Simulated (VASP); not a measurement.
A run of VASP 6.6.1 is set up as follows.

Contents of INCAR:

```
PREC = Accurate ; ENCUT = 520
EDIFF = 1E-7 ; ISMEAR = 0
SIGMA = 0.1 ; LREAL = False
LASPH = True ; NELM = 100
ALGO = Normal ; ISIF = 2
LWAVE = False ; LCHARG = True
GGA = PE ; IVDW = 12
LELF = True ; LVHAR = True
NBANDS = 26
```

Contents of KPOINTS:

```
regular mesh
0
Gamma
  12 12 4
```

Contents of POSCAR:

```
K
1.0
    4.6146036413      0.0000000000      0.0000000000
   -2.3073018206      3.9963639817      0.0000000000
    0.0000000000      0.0000000000     15.0121763284
K
4
Direct
    0.0000000000      0.0000000000      0.0000000000
    0.3333333333      0.6666666667      0.7500000000
    0.0000000000      0.0000000000      0.5000000000
    0.6666666667      0.3333333333      0.2500000000
```

Potentials or basis: VASP PAW PBE potentials, release 64 (K_sv).

Launch:

```bash
$ cat potpaw_PBE.64/K_sv/POTCAR > POTCAR
$ mpirun -np 1 vasp_std > vasp.out
```

Task: What does it give for the dispersion energy per atom?

Result: -0.120 eV.

Task: Predict the pressure.

Result: 0.0 GPa.

Task: What does it give for the band gap on the k mesh?

Result: Zero (band 18 reaches 0.92 eV, above the bottom of band 19 at -1.47 eV).

Caveat: pairwise dispersion overbinds metals, which lowers pressure and volume.
